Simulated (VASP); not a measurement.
Write the native input for VASP 6.6.1 that does the following.

```
Task                   : single point
Functional             : PBEsol
Dispersion             : D3(BJ)
Potentials or basis    : VASP PAW PBE potentials, release 64 (C)
Cutoff                 : 520 eV
k mesh                 : 8 × 11 × 3
Occupations            : gaussian, width 0.05 eV
Spin                   : no spin polarisation
Dipole correction      : no
Further INCAR settings : ALGO = Normal; EDIFF = 1e-07; NBANDS = 31
```

The structure of C lies in POSCAR:

```
C
1.0
    0.0000000000      1.4191802056     -3.2829684911
   -2.4580922212      0.0000000000      0.0000000000
    1.6387281475      9.4612013708      2.7358070759
C
10
Direct
    0.4224436901      0.1777556310      0.8666334465
    0.7557770234      0.6444222977      0.0666334465
    0.9224436900      0.2777556310      0.2666334465
    0.0891103567      0.9110889643      0.4666334465
    0.2557770234      0.5444222977      0.6666334465
    0.8108896433      0.1889110357      0.1333665535
   -0.0224436900      0.8222443690      0.3333665535
    0.1442229766      0.4555777023      0.5333665535
    0.3108896433      1.0889110357      0.7333665535
    0.4775563100      0.7222443690      0.9333665535
```

One way to write it, as run:

INCAR

```
SYSTEM = C
ALGO     = Normal         ! electronic algorithm
EDIFF    = 1E-7           ! SCF threshold, eV
ENCUT    = 520            ! plane-wave cutoff, eV
GGA      = PS             ! functional
ISIF     = 2              ! what is computed and relaxed
ISMEAR   = 0              ! smearing method
IVDW     = 12             ! dispersion correction
LASPH    = .TRUE.         ! aspherical terms in the spheres
LCHARG   = .FALSE.        ! write CHGCAR
LREAL    = .FALSE.        ! projectors in reciprocal space
LWAVE    = .FALSE.        ! write WAVECAR
NBANDS   = 31             ! bands
NELM     = 80             ! most SCF steps
PREC     = Accurate       ! precision mode
SIGMA    = 0.05           ! smearing width, eV
```

KPOINTS

```
k-points
0
G
  8 11 3
  0 0 0
```

Potentials or basis: VASP PAW PBE potentials, release 64 (C).

The run is started by

```sh
$ cat potpaw_PBE.64/C/POTCAR > POTCAR
$ mpirun -np 1 vasp_std > vasp.out
```

Results of the run:

The pressure is -4.9 GPa, the largest force is 4.910 eV/Å and the band gap on the k mesh is 0.27 eV, indirect (least direct gap 0.32 eV). The dispersion energy per atom is -0.114 eV.

Caveat: the PAW data sets were made with another functional, which shifts forces and pressure a little.

It took 2.1 min on 1 thread of Intel(R) Xeon(R) 6975P-C (Granite Rapids) (shared host), peak memory 0.34 GiB.
